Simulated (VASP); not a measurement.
# TaSi (rocksalt type) (Fm-3m) in VASP: a series of runs, part 2 of 2

VASP 6.6.1. The steps go on from the part before.

## (4) Single point, PBE (11.61 Å³/atom)

This run uses another cell than the first one, of 11.61 Å³/atom.

INCAR

```
PREC     = Accurate       # precision mode
ENCUT    = 520            # plane-wave cutoff, eV
EDIFF    = 1E-6           # SCF threshold, eV
ISMEAR   = -1             # smearing method
SIGMA    = 0.05           # smearing width, eV
LREAL    = False          # projectors in reciprocal space
LASPH    = True           # aspherical terms in the spheres
NELM     = 100            # most SCF steps
ALGO     = Normal         # electronic algorithm
ISIF     = 2              # what is computed and relaxed
LWAVE    = False          # write WAVECAR
LCHARG   = False          # write CHGCAR
GGA      = PE             # functional
NBANDS   = 14             # bands
```

KPOINTS

```
Automatic mesh
0
Gamma
  14 14 14
```

POSCAR

```
TaSi
1.0
    0.0000000000      2.2642935092      2.2642935092
    2.2642935092      0.0000000000      2.2642935092
    2.2642935092      2.2642935092      0.0000000000
Ta Si
1 1
Direct
    0.0000000000      0.0000000000      0.0000000000
    0.5000000000      0.5000000000      0.5000000000
```

Potentials or basis: VASP PAW PBE potentials, release 64 (Ta_pv, Si).

Started as:

```sh
> cat potpaw_PBE.64/Ta_pv/POTCAR potpaw_PBE.64/Si/POTCAR > POTCAR
> mpirun -np 1 vasp_std > vasp.out
```

OUTCAR:

```text
PREC = Accurate
   ENCUT = 520
   EDIFF = 1E-6
   ISMEAR = -1
   LREAL = False
   LASPH = True
   NELM = 100
   ISIF = 2
   GGA = PE

 ion  position               nearest neighbor table
   1  0.000  0.000  0.000-   2 2.26   2 2.26   2 2.26   2 2.26   2 2.26   2 2.26
   2  0.500  0.500  0.500-   1 2.26   1 2.26   1 2.26   1 2.26   1 2.26   1 2.26

  LATTYP: Found a face centered cubic cell.
 ALAT       =     4.5285870184

  Lattice vectors:

 A1 = (   0.0000000000,   2.2642935092,   2.2642935092)
 A2 = (   2.2642935092,   0.0000000000,   2.2642935092)
 A3 = (   2.2642935092,   2.2642935092,   0.0000000000)

Analysis of symmetry for initial positions (statically):
=====================================================================
 Subroutine PRICEL returns:
 Original cell was already a primitive cell.

 Routine SETGRP: Setting up the symmetry group for a
 face centered cubic supercell.

 Subroutine GETGRP returns: Found 48 space group operations
 (whereof 48 operations were pure point group operations)
 out of a pool of 48 trial point group operations.

The static configuration has the point symmetry O_h .

Analysis of symmetry for dynamics (positions and initial velocities):
=====================================================================
 Subroutine PRICEL returns:
 Original cell was already a primitive cell.

 Routine SETGRP: Setting up the symmetry group for a
 face centered cubic supercell.

 Subroutine GETGRP returns: Found 48 space group operations
 (whereof 48 operations were pure point group operations)
 out of a pool of 48 trial point group operations.

The dynamic configuration has the point symmetry O_h .

 Subroutine INISYM returns: Found 48 space group operations
 (whereof 48 operations are pure point group operations),
 and found     1 'primitive' translations

----------------------------------------------------------------------------------------

                                     Primitive cell
[... 119 lines left out ...]
   IVDW    =     0    specifies the selected vdW correction
   LEPSILON=     F    determine dielectric tensor
   LRPA    =     F    only Hartree local field effects (RPA)
 non-spin polarized calculation
  energy-cutoff  :      520.00
  volume of cell :       23.22
 maximum number of plane-waves:       637
   NGX = 11   NGY = 11   NGZ = 11

 number of electron      14.9999999 magnetization

 Free energy of the ion-electron system (eV)
  ---------------------------------------------------
  ext. energy  EPLUGINS =         0.00000000
  ---------------------------------------------------
  free energy    TOTEN  =       -14.03474348 eV

  energy without entropy =      -14.02524011  energy(sigma->0) =      -14.02999180

 E-fermi :  11.8701     XC(G=0): -13.5412

 val. band max:       11.8680600441   @ k =  -0.3571   0.4286   0.0714
 cond. band min:      11.8893269720   @ k =   0.2857   0.2143   0.0000
 fundamental gap:      0.0212669278
 Fermi energy:        11.8700646048

 k-point     1 :       0.0000    0.0000    0.0000
  band No.  band energies     occupation
      1     -22.2895      2.00000
      2     -22.2895      2.00000
      3     -22.2895      2.00000
      4      -2.2099      2.00000
      5       9.2494      2.00000
      6       9.2494      2.00000
      7       9.2494      2.00000
      8      10.5931      2.00000
      9      10.5931      2.00000
     10      15.4918      0.00000
     11      15.4918      0.00000
     12      15.4918      0.00000
     13      19.9522      0.00000
     14      26.3927      0.00000
[... 377 lines left out ...]
      1     -22.6709      2.00000
      2     -22.3888      2.00000
      3     -22.3811      2.00000
      4      -0.0574      2.00000
      5       6.8563      2.00000
      6       7.4996      2.00000
      7       8.9702      2.00000
      8      10.4727      2.00000
      9      12.0311      0.07675
     10      16.1324      0.00000
     11      18.2637      0.00000
     12      20.6065      0.00000
     13      22.5933      0.00000
     14      24.7892      0.00000

 [... further k-points ...]

------------------------ aborting loop because EDIFF is reached ----------------------------------------

  FORCE on cell =-STRESS in cart. coord.  units (eV):
  Direction    XX          YY          ZZ          XY          YZ          ZX
  --------------------------------------------------------------------------------------
  -------------------------------------------------------------------------------------
  Total       19.0172322     19.0172322     19.0172322      0.0000000      0.0000000      0.0000000
  in kB     1312.2897303   1312.2897303   1312.2897303      0.0000000      0.0000000      0.0000000
  external PRESSURE =    1312.2897303 kB  Pullay stress =       0.0000000 kB

 VOLUME and BASIS-vectors are now :
 -----------------------------------------------------------------------------
  energy-cutoff  :      520.00
  volume of cell :       23.22
      direct lattice vectors                 reciprocal lattice vectors
     0.000000000  2.264293509  2.264293509    -0.220819429  0.220819429  0.220819429
     2.264293509  0.000000000  2.264293509     0.220819429 -0.220819429  0.220819429
     2.264293509  2.264293509  0.000000000     0.220819429  0.220819429 -0.220819429

 POSITION                                       TOTAL-FORCE (eV/Angst)
 -----------------------------------------------------------------------------------
      0.00000      0.00000      0.00000        -0.000000     -0.000000     -0.000000
      2.26429      2.26429      2.26429         0.000000      0.000000      0.000000
 -----------------------------------------------------------------------------------
    total drift:                                0.000000     -0.000000     -0.000000

  FREE ENERGIE OF THE ION-ELECTRON SYSTEM (eV)
  ---------------------------------------------------
  free  energy   TOTEN  =       -14.0347434817 eV

  energy  without entropy=      -14.0252401088  energy(sigma->0) =      -14.02999180
```

stdout:

```text
POSCAR found type information on POSCAR TaSi
 POSCAR found :  2 types and       2 ions
 scaLAPACK will be used
 LDA part: xc-table for (Slater+PW92), standard interpolation
 POSCAR, INCAR and KPOINTS ok, starting setup
 FFT: planning ... GRIDC
 FFT: planning ... GRID_SOFT
 FFT: planning ... GRID
 WAVECAR not read
 entering main loop
```

Wall time 8.7 s (1 thread of Intel Xeon 6975P-C (Granite Rapids), shared host); peak memory 0.16 GiB.

Results:

| Item | Value |
| --- | --- |
| Free energy | -14.0347 eV |
| Pressure | 131.2 GPa |
| Band gap on the k mesh | zero (an odd number of electrons rules out a gap without spin polarisation) |

Levels at points of the mesh, in eV from the Fermi level:
```csv
k point,band 5,band 6,band 7,band 8,band 9,band 10
"(0.00, 0.00, 0.00)",-2.62,-2.62,-2.62,-1.28,-1.28,3.62
"(0.50, 0.00, 0.00)",-7.47,-4.82,-4.82,2.62,2.62,4.39
"(0.50, 0.50, 0.00)",-5.93,-4.27,0.52,0.52,0.81,3.67
```

Caveat: the cell stands under pressure; spin-orbit coupling is left out, which moves the levels of the heavy elements.

## (5) Single point, PBE (12.97 Å³/atom)

This run uses another cell than the first one, of 12.97 Å³/atom.

INCAR

```
SYSTEM = TaSi
PREC = Accurate
ENCUT = 520
EDIFF = 1E-7
ISMEAR = -1
SIGMA = 0.05
LREAL = .False.
LASPH = .True.
NELM = 60
ALGO = Normal
ISIF = 2
LWAVE = .False.
LCHARG = .False.
GGA = PE
NBANDS = 14
```

KPOINTS

```
regular mesh
0
Gamma
  14 14 14
  0 0 0
```

POSCAR

```
TaSi
1.0
    0.0000000000      2.3498182988      2.3498182988
    2.3498182988      0.0000000000      2.3498182988
    2.3498182988      2.3498182988      0.0000000000
Ta Si
1 1
Direct
    0.0000000000      0.0000000000      0.0000000000
    0.5000000000      0.5000000000      0.5000000000
```

Started as:

```sh
> cat potpaw_PBE.64/Ta_pv/POTCAR potpaw_PBE.64/Si/POTCAR > POTCAR
> mpirun -np 1 vasp_std > vasp.out
```

Wall time 18 s (1 thread of Intel Xeon 6975P-C (Granite Rapids), shared host); peak memory 0.18 GiB.

It converged, with:

```yaml
Free_energy: -15.7699 eV
Pressure: 76.2 GPa
Band_gap_on_the_k_mesh: zero (an odd number of electrons rules out a gap without spin polarisation)
```

Levels at points of the mesh, in eV from the Fermi level:
```
           k point  band 3  band 4  band 5  band 6  band 7  band 8  band 9  band 10  band 11  band 12
(0.00, 0.00, 0.00)  -34.36  -13.31   -2.12   -2.12   -2.12   -1.01   -1.01     3.19     3.19     3.19
(0.50, 0.00, 0.00)  -34.43   -8.31   -7.63   -4.31   -4.31    2.34    2.34     3.72     4.49     7.53
(0.50, 0.50, 0.00)  -34.54  -10.06   -5.03   -4.29    0.20    0.20    0.78     2.99     3.53     3.53
```

Caveat: the cell stands under pressure; spin-orbit coupling is left out, which moves the levels of the heavy elements.

## (6) Summary

| cell | gap on the mesh (eV) | pressure (GPa) |
| --- | --- | --- |
| a = 3.071 Å, angles 60.0°, 2 atoms | none | 218.5 |
| a = 3.202 Å, angles 60.0°, 2 atoms | none | 131.2 |
| a = 3.323 Å, angles 60.0°, 2 atoms | none | 76.2 |

Alike in all rows: task single point; level PBE; potentials or basis VASP PAW PBE potentials, release 64 (Ta_pv, Si); no spin polarisation; k mesh 14 × 14 × 14; cutoff (eV) 520; smearing fermi-dirac 0.05 eV.

Caveats: the cell stands under pressure; spin-orbit coupling is left out, which moves the levels of the heavy elements.

Absolute energies hang on the potentials; compare differences alone.
